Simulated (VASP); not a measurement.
A run of VASP 6.6.1 is set up as follows.

Contents of INCAR:

```
  PREC = Accurate
  ENCUT = 520
  EDIFF = 1E-6
  ISMEAR = 0
  SIGMA = 0.01
  LREAL = False
  LASPH = True
  NELM = 60
  ALGO = Normal
  ISIF = 2
  LWAVE = False
  LCHARG = True
  GGA = CA
  LELF = True
  LVHAR = True
  NBANDS = 22
```

File KPOINTS:

```
Automatic mesh
0
Gamma
  9 9 4
```

POSCAR

```
Br
1.0
    3.3280929616     -1.9517224565      0.0000000000
    3.3280929616      1.9517224565      0.0000000000
    0.0000000000      0.0000000000      8.4732333614
Br
4
Direct
    0.8406697304      0.1593302696      0.1209213125
    0.6593302696      0.3406697304      0.6209213125
    0.1593302696      0.8406697304      0.8790786875
    0.3406697304      0.6593302696      0.3790786875
```

Potentials or basis: VASP PAW LDA potentials, release 64 (Br).

Launch:

```bash
$ cat potpaw_LDA.64/Br/POTCAR > POTCAR
$ mpirun -np 1 vasp_std > vasp.out
```

(1) Predict the pressure.

(2) Estimate the largest force.

Answers

(1) 0.0 GPa.

(2) 0.034 eV/Å.
